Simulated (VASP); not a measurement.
# C (P6_3/mmc) in VASP: notebook

Runs on C. Level: PBEsol+D3(BJ). Tasks: single point.

Everything below comes from runs of VASP 6.6.1. Logs are shortened: lines on timing, memory, paths and dates and some standing lists are left out, and cuts for length are marked.

## (1) The cell of the first run

The structure is hexagonal, space group P6_3/mmc (No. 194). Conventional cell: a = 2.558 Å, b = 2.558 Å, c = 6.369 Å, α = 90.00°, β = 90.00°, γ = 120.00°. C (site symmetry -6m2) has 3 C at 1.48 Å within 2.0 Å. C (site symmetry -6m2) has 3 C at 1.48 Å within 2.0 Å.

## (2) Single point, PBEsol+D3(BJ) (9.02 Å³/atom)

INCAR

```
ALGO = Normal ; EDIFF = 1E-7
ENCUT = 520 ; GGA = PS
ISIF = 2 ; ISMEAR = 0
IVDW = 12 ; LASPH = T
LCHARG = F ; LREAL = F
LWAVE = F ; NBANDS = 16
NELM = 60 ; PREC = Accurate
SIGMA = 0.15
```

KPOINTS

```
k-points
0
Gamma
  21 21 8
```

POSCAR

```
C
1.0
    2.5576074568      0.0000000000      0.0000000000
   -1.2788037284      2.2149530305      0.0000000000
    0.0000000000      0.0000000000      6.3689540889
C
4
Direct
    0.0000000000      0.0000000000      0.0025000000
    0.0000000000      0.0000000000      0.5025000000
    0.3333333333      0.6666666667      0.0025000000
    0.6666666667      0.3333333333      0.5025000000
```

Potentials or basis: VASP PAW PBE potentials, release 64 (C).

The run is started by

```bash
> cat potpaw_PBE.64/C/POTCAR > POTCAR
> mpirun -np 1 vasp_std > vasp.out
```

OUTCAR:

```text
EDIFF = 1E-7
   ENCUT = 520
   GGA = PS
   ISIF = 2
   ISMEAR = 0
   IVDW = 12
   LASPH = T
   LREAL = F
   NELM = 60
   PREC = Accurate
 IVDW          = 12

 ion  position               nearest neighbor table
   1  0.000  0.000  0.002-   3 1.48   3 1.48   3 1.48
   2  0.000  0.000  0.502-   4 1.48   4 1.48   4 1.48
   3  0.333  0.667  0.002-   1 1.48   1 1.48   1 1.48
   4  0.667  0.333  0.502-   2 1.48   2 1.48   2 1.48

  LATTYP: Found a hexagonal cell.
 ALAT       =     2.5576074568
 C/A-ratio  =     2.4902000000

  Lattice vectors:

 A1 = (   2.5576074568,   0.0000000000,   0.0000000000)
 A2 = (  -1.2788037284,   2.2149530305,   0.0000000000)
 A3 = (   0.0000000000,   0.0000000000,   6.3689540889)

Analysis of symmetry for initial positions (statically):
=====================================================================
 Subroutine PRICEL returns:
 Original cell was already a primitive cell.

 Routine SETGRP: Setting up the symmetry group for a
 hexagonal supercell.

 Subroutine GETGRP returns: Found 24 space group operations
 (whereof  6 operations were pure point group operations)
 out of a pool of 24 trial point group operations.

The static configuration has the point symmetry C_3v.
 The point group associated with its full space group is D_6h.

Analysis of symmetry for dynamics (positions and initial velocities):
=====================================================================
 Subroutine PRICEL returns:
 Original cell was already a primitive cell.

 Routine SETGRP: Setting up the symmetry group for a
 hexagonal supercell.

 Subroutine GETGRP returns: Found 24 space group operations
 (whereof  6 operations were pure point group operations)
 out of a pool of 24 trial point group operations.

The dynamic configuration has the point symmetry C_3v.
 The point group associated with its full space group is D_6h.

 Subroutine INISYM returns: Found 24 space group operations
 (whereof  6 operations are pure point group operations),
 and found     1 'primitive' translations

----------------------------------------------------------------------------------------

                                     Primitive cell

  volume of cell :      36.0800

  direct lattice vectors                    reciprocal lattice vectors
     2.557607457  0.000000000  0.000000000     0.390990415  0.225738421  0.000000000
    -1.278803728  2.214953030  0.000000000     0.000000000  0.451476842  0.000000000
     0.000000000  0.000000000  6.368954089     0.000000000  0.000000000  0.157011652

  length of vectors
     2.557607457  2.557607457  6.368954089     0.451476842  0.451476842  0.157011652

  position of ions in fractional coordinates (direct lattice)
     0.000000000  0.000000000  0.002500000
     0.000000000  0.000000000  0.502500000
     0.333333333  0.666666667  0.002500000
     0.666666667  0.333333333  0.502500000

  ion indices of the primitive-cell ions
   primitive index   ion index
                 1           1
                 2           2
                 3           3
                 4           4

----------------------------------------------------------------------------------------

 KPOINTS: k-points

Automatic generation of k-mesh.
 Grid dimensions read from file:
 generate k-points for:   21   21    8

 Generating k-lattice:

  Cartesian coordinates                     Fractional coordinates (reciprocal lattice)
     0.018618591  0.010749449  0.000000000     0.047619048  0.000000000  0.000000000
     0.000000000  0.021498897  0.000000000     0.000000000  0.047619048  0.000000000
     0.000000000  0.000000000  0.019626456     0.000000000  0.000000000  0.125000000

  Length of vectors
     0.021498897  0.021498897  0.019626456

  Shift w.r.t. Gamma in fractional coordinates (k-lattice)
     0.000000000  0.000000000  0.000000000

 Subroutine IBZKPT returns following result:
 ===========================================

 Found    240 irreducible k-points:

 Following reciprocal coordinates:
            Coordinates               Weight
  0.000000  0.000000  0.000000      1.000000
  0.047619  0.000000  0.000000      6.000000
  0.095238  0.000000  0.000000      6.000000
  0.142857 -0.000000  0.000000      6.000000
  0.190476  0.000000  0.000000      6.000000
  0.238095  0.000000  0.000000      6.000000
[... 16 lines left out ...]
  0.142857  0.095238  0.000000     12.000000
  0.190476  0.095238  0.000000     12.000000
 [... further k-points ...]
   k-points           NKPTS =    240   k-points in BZ     NKDIM =    240   number of bands    NBANDS=     16
   number of dos      NEDOS =    301   number of ions     NIONS =      4
   total plane-waves  NPLWV =  19200
   dimension x,y,z NGX =    20 NGY =   20 NGZ =   48
   dimension x,y,z NGXF=    40 NGYF=   40 NGZF=   96
   ions per type =               4
   NGX,Y,Z   is equivalent  to a cutoff of  13.00, 13.00, 12.53 a.u.
   NGXF,Y,Z  is equivalent  to a cutoff of  26.00, 26.00, 25.06 a.u.
 SYSTEM =  unknown system
   PREC   = accura    normal or accurate (medium, high low for compatibility)
   ISTART =      0    job   : 0-new  1-cont  2-samecut
   ICHARG =      2    charge: 1-file 2-atom 10-const
   ISPIN  =      1    spin polarized calculation?
   LNONCOLLINEAR =      F non collinear calculations
   LSORBIT =      F    spin-orbit coupling
   LASPH  =      T    aspherical Exc in radial PAW
   ENCUT  =  520.0 eV  38.22 Ry    6.18 a.u.   4.76  4.76 11.84*2*pi/ulx,y,z
   NELM   =     60;   NELMIN=  2; NELMDL= -5     # of ELM steps
   EDIFF  = 0.1E-06   stopping-criterion for ELM
   LREAL  =      F    real-space projection
   EDIFFG = 0.1E-05   stopping-criterion for IOM
   NSW    =      0    number of steps for IOM
   IBRION =     -1    ionic relax: 0-MD 1-quasi-New 2-CG
   NFREE  =      0    steps in history (QN), initial steepest desc. (CG)
   ISIF   =      2    stress and relaxation
   ISYM   =      2    0-nonsym 1-usesym 2-fastsym
   POTIM  = 0.5000    time-step for ionic-motion
   TEBEG  =    0.0;   TEEND  =   0.0 temperature during run
   PSTRESS=    0.0 pullay stress
   NELECT =      16.0000    total number of electrons
   NUPDOWN=      -1.0000    fix difference up-down
   EMIN   =  10.00;   EMAX   =-10.00  energy-range for DOS
   EFERMI =   0.00;   METHOD = LEGACY
   ISMEAR =     0;   SIGMA  =   0.15  broadening in eV -4-tet -1-fermi 0-gaus
   EFERMI_NEDOS =   21; number of points for ismear=-14 and -15
   IALGO  =     38    algorithm
   IMIX   =      4    mixing-type and parameters
     AMIX     =   0.40;   BMIX     =  1.00
     AMIX_MAG =   1.60;   BMIX_MAG =  1.00
  volume/ion in A,a.u.               =       9.02        60.87
  Fermi-wavevector in a.u.,A,eV,Ry     =   1.248416  2.359164 21.205257  1.558542
  Thomas-Fermi vector in A             =   2.382504
   LORBIT       =      0    0 simple, 1 ext, 2 COOP (PROOUT), +10 PAW based schemes
   GGA     = PS    functional components
   LHFCALC =     F    Hartree Fock is set to
   AEXX    =    0.0000 exact exchange contribution
   IVDW    =    12    specifies the selected vdW correction
   LEPSILON=     F    determine dielectric tensor
   LRPA    =     F    only Hartree local field effects (RPA)
 non-spin polarized calculation
 Gauss-broadening in eV      SIGMA  =   0.15
  energy-cutoff  :      520.00
  volume of cell :       36.08
 maximum number of plane-waves:       984
 NGX is ok and might be reduce to    20
   NGX =  9   NGY =  9   NGZ = 23

 number of electron      15.9999999 magnetization

 Free energy of the ion-electron system (eV)
  ---------------------------------------------------
  ext. energy  EPLUGINS =         0.00000000
  ---------------------------------------------------
  free energy    TOTEN  =       -38.15490326 eV

  energy without entropy =      -38.15404113  energy(sigma->0) =      -38.15447220

 E-fermi :   4.3835     XC(G=0): -10.6749

 val. band max:        4.3831440290   @ k =   0.3333   0.3333   0.2500
 cond. band min:       4.4086204927   @ k =   0.3333   0.3333   0.3750
 fundamental gap:      0.0254764637
 Fermi energy:         4.3835167157

 k-point     1 :       0.0000    0.0000    0.0000
  band No.  band energies     occupation
      1     -14.4210      2.00000
      2     -13.9419      2.00000
      3      -3.7337      2.00000
      4      -1.0444      2.00000
      5       1.3991      2.00000
      6       1.3991      2.00000
[... 8 lines left out ...]
     15      14.5152      0.00000
     16      14.8130      0.00000

 k-point     2 :       0.0476    0.0000    0.0000
  band No.  band energies     occupation
      1     -14.3701      2.00000
      2     -13.8924      2.00000
      3      -3.6728      2.00000
      4      -0.9893      2.00000
      5       1.1810      2.00000
      6       1.2299      2.00000
[... 8 lines left out ...]
     15      14.6232      0.00000
     16      14.6422      0.00000

 k-point     3 :       0.0952    0.0000    0.0000
  band No.  band energies     occupation
      1     -14.2173      2.00000
      2     -13.7438      2.00000
      3      -3.4906      2.00000
      4      -0.8247      2.00000
      5       0.5742      2.00000
      6       0.6476      2.00000
[... 8 lines left out ...]
     15      14.1970      0.00000
     16      14.9727      0.00000

 k-point     4 :       0.1429   -0.0000    0.0000
  band No.  band energies     occupation
      1     -13.9635      2.00000
      2     -13.4969      2.00000
      3      -3.1882      2.00000
      4      -0.5528      2.00000
      5      -0.3174      2.00000
      6      -0.2134      2.00000
[... 8 lines left out ...]
     15      13.8157      0.00000
     16      15.5625      0.00000
[... 324 lines left out ...]
 k-point    22 :       0.0952    0.0952    0.0000
  band No.  band energies     occupation
      1     -13.8117      2.00000
      2     -13.3491      2.00000
      3      -3.0076      2.00000
      4      -0.6403      2.00000
      5      -0.5713      2.00000
      6      -0.3910      2.00000
[... 8 lines left out ...]
     15      13.5806      0.00000
     16      16.2395      0.00000

 k-point    23 :       0.1429    0.0952    0.0000
  band No.  band energies     occupation
      1     -13.4586      2.00000
      2     -13.0056      2.00000
      3      -2.5890      2.00000
      4      -1.5525      2.00000
      5      -1.4537      2.00000
      6      -0.3390      2.00000
[... 8 lines left out ...]
     15      14.2191      0.00000
     16      16.9664      0.00000

 k-point    24 :       0.1905    0.0952    0.0000
  band No.  band energies     occupation
      1     -13.0074      2.00000
      2     -12.5667      2.00000
      3      -2.6105      2.00000
      4      -2.4672      2.00000
      5      -2.0569      2.00000
      6      -0.8796      2.00000
[... 8 lines left out ...]
     15      15.2277      0.00000
     16      17.1416      0.00000

 [... further k-points ...]

------------------------ aborting loop because EDIFF is reached ----------------------------------------

 Edisp (eV)   -0.44785

 E8    (eV) :    -0.2177

  FORCE on cell =-STRESS in cart. coord.  units (eV):
  Direction    XX          YY          ZZ          XY          YZ          ZX
  --------------------------------------------------------------------------------------
  -------------------------------------------------------------------------------------
  Total     -10.10205   -10.10205     0.34111    -0.00000     0.00000     0.00000
  in kB    -448.59403  -448.59403    15.14751    -0.00000     0.00000     0.00000
  external pressure =     -294.01 kB  Pullay stress =        0.00 kB

 VOLUME and BASIS-vectors are now :
 -----------------------------------------------------------------------------
  energy-cutoff  :      520.00
  volume of cell :       36.08
      direct lattice vectors                 reciprocal lattice vectors
     2.557607457  0.000000000  0.000000000     0.390990415  0.225738421  0.000000000
    -1.278803728  2.214953030  0.000000000     0.000000000  0.451476842  0.000000000
     0.000000000  0.000000000  6.368954089     0.000000000  0.000000000  0.157011652

 POSITION                                       TOTAL-FORCE (eV/Angst)
 -----------------------------------------------------------------------------------
      0.00000      0.00000      0.01592        -0.000000      0.000000      0.000000
      0.00000      0.00000      3.20040         0.000000      0.000000      0.000000
     -0.00000      1.47664      0.01592        -0.000000      0.000000      0.000000
      1.27880      0.73832      3.20040         0.000000     -0.000000      0.000000
 -----------------------------------------------------------------------------------
    total drift:                                0.000000      0.000000     -0.000022

  FREE ENERGIE OF THE ION-ELECTRON SYSTEM (eV)
  ---------------------------------------------------
  free  energy   TOTEN  =       -38.6027518546 eV

  energy  without entropy=      -38.6018897253  energy(sigma->0) =      -38.60232079
```

Run time: 2.9 min. Hardware: 1 thread of Intel Xeon 8259CL, shared host; peak memory 0.23 GiB.

Results:

```
Free energy                : -38.6028 eV
Pressure                   : -29.4 GPa
Band gap on the k mesh     : zero (bands 8 and 9 overlap by 0.06 eV)
Dispersion energy per atom : -0.112 eV
```

Caveat: the cell stands under tension; the PAW data sets were made with another functional, which shifts forces and pressure a little.

## (3) Single point, PBEsol+D3(BJ) (8.19 Å³/atom)

This run uses another cell than the first one, of 8.19 Å³/atom.

INCAR

```
SYSTEM = C
PREC = Accurate ; ENCUT = 520
EDIFF = 1E-7 ; ISMEAR = 0
SIGMA = 0.15 ; LREAL = .False.
LASPH = .True. ; NELM = 80
ALGO = Normal ; ISIF = 2
LWAVE = .False. ; LCHARG = .False.
GGA = PS ; IVDW = 12
NBANDS = 16
```

KPOINTS

```
regular mesh
0
Gamma
  21 21 8
  0 0 0
```

POSCAR

```
C
1.0
    2.4375351659      0.0000000000      0.0000000000
   -1.2187675830      2.1109673763      0.0000000000
    0.0000000000      0.0000000000      6.3697668956
C
4
Direct
    0.0000000000      0.0000000000      0.0025000000
    0.0000000000      0.0000000000      0.5025000000
    0.3333333333      0.6666666667      0.0025000000
    0.6666666667      0.3333333333      0.5025000000
```

Potentials or basis: VASP PAW PBE potentials, release 64 (C).

The run is started by

```bash
> cat potpaw_PBE.64/C/POTCAR > POTCAR
> mpirun -np 1 vasp_std > vasp.out
```

OUTCAR:

```text
SYSTEM = C
   PREC = Accurate
   ENCUT = 520
   EDIFF = 1E-7
   ISMEAR = 0
   LREAL = .False.
   LASPH = .True.
   NELM = 80
   ISIF = 2
   GGA = PS
   IVDW = 12
 IVDW          = 12

 ion  position               nearest neighbor table
   1  0.000  0.000  0.002-   3 1.41   3 1.41   3 1.41
   2  0.000  0.000  0.502-   4 1.41   4 1.41   4 1.41
   3  0.333  0.667  0.002-   1 1.41   1 1.41   1 1.41
   4  0.667  0.333  0.502-   2 1.41   2 1.41   2 1.41

  LATTYP: Found a hexagonal cell.
[... 657 lines left out ...]

 E8    (eV) :    -0.2252

  FORCE on cell =-STRESS in cart. coord.  units (eV):
  Direction    XX          YY          ZZ          XY          YZ          ZX
  --------------------------------------------------------------------------------------
  -------------------------------------------------------------------------------------
  Total       2.73194     2.73194     0.26706    -0.00000    -0.00000     0.00000
  in kB     133.54422   133.54422    13.05463    -0.00000    -0.00000     0.00000
  external pressure =       93.38 kB  Pullay stress =        0.00 kB

 VOLUME and BASIS-vectors are now :
 -----------------------------------------------------------------------------
  energy-cutoff  :      520.00
  volume of cell :       32.78
      direct lattice vectors                 reciprocal lattice vectors
     2.437535166  0.000000000  0.000000000     0.410250492  0.236858232  0.000000000
    -1.218767583  2.110967376  0.000000000     0.000000000  0.473716463  0.000000000
     0.000000000  0.000000000  6.369766896     0.000000000  0.000000000  0.156991616

 POSITION                                       TOTAL-FORCE (eV/Angst)
 -----------------------------------------------------------------------------------
      0.00000      0.00000      0.01592        -0.000000      0.000000     -0.000000
      0.00000      0.00000      3.20081         0.000000      0.000000      0.000000
     -0.00000      1.40731      0.01592         0.000000     -0.000000     -0.000000
      1.21877      0.70366      3.20081        -0.000000      0.000000      0.000000
 -----------------------------------------------------------------------------------
    total drift:                               -0.000000     -0.000000      0.000007

  FREE ENERGIE OF THE ION-ELECTRON SYSTEM (eV)
  ---------------------------------------------------
  free  energy   TOTEN  =       -38.9825211081 eV

  energy  without entropy=      -38.9816711031  energy(sigma->0) =      -38.98209611
```

OSZICAR:

```text
N       E                     dE             d eps       ncg     rms          rms(c)
DAV:   1     0.275842976082E+02    0.27584E+02   -0.80246E+03  7680   0.940E+02
DAV:   2    -0.385756203752E+02   -0.66160E+02   -0.60385E+02 10912   0.186E+02
DAV:   3    -0.410348628676E+02   -0.24592E+01   -0.24478E+01 10184   0.326E+01
DAV:   4    -0.410531382789E+02   -0.18275E-01   -0.18270E-01  9600   0.338E+00
DAV:   5    -0.410533955473E+02   -0.25727E-03   -0.25726E-03  9904   0.380E-01    0.938E+00
DAV:   6    -0.391168376108E+02    0.19366E+01   -0.12429E+00  9296   0.726E+00    0.543E+00
DAV:   7    -0.385151883652E+02    0.60165E+00   -0.14898E+00  9528   0.807E+00    0.145E+00
DAV:   8    -0.385209041995E+02   -0.57158E-02   -0.81305E-02  9232   0.173E+00    0.346E-01
DAV:   9    -0.385192880495E+02    0.16161E-02   -0.23851E-03  9584   0.347E-01    0.906E-02
DAV:  10    -0.385193948502E+02   -0.10680E-03   -0.45255E-04  9160   0.141E-01    0.713E-02
DAV:  11    -0.385193809155E+02    0.13935E-04   -0.36523E-05  9416   0.413E-02    0.330E-03
DAV:  12    -0.385193815096E+02   -0.59413E-06   -0.12296E-06  9696   0.743E-03    0.416E-03
DAV:  13    -0.385193814302E+02    0.79406E-07   -0.14706E-07  9080   0.304E-03
   1 F= -.38982521E+02 E0= -.38982096E+02  d E =-.850005E-03
```

stdout:

```text
POSCAR found type information on POSCAR C
 POSCAR found :  1 types and       4 ions
 scaLAPACK will be used
 -----------------------------------------------------------------------------
|                                                                             |
|                                                                             |
|     You enforced a specific xc type in the INCAR file but a different       |
|     I HOPE YOU KNOW WHAT YOU ARE DOING!                                     |
|                                                                             |
 -----------------------------------------------------------------------------

 LDA part: xc-table for (Slater+PW92), standard interpolation
 POSCAR, INCAR and KPOINTS ok, starting setup
 FFT: planning ... GRIDC
 FFT: planning ... GRID_SOFT
 FFT: planning ... GRID
 WAVECAR not read
 entering main loop
```

It took 2.1 min on 1 thread of AMD EPYC 7R13, shared host; peak memory 0.19 GiB.

Results:

```
Free energy                : -38.9825 eV
Pressure                   : 9.3 GPa
Band gap on the k mesh     : zero (bands 8 and 9 overlap by 0.05 eV)
Dispersion energy per atom : -0.116 eV
```

Caveat: the cell stands under pressure; the PAW data sets were made with another functional, which shifts forces and pressure a little.
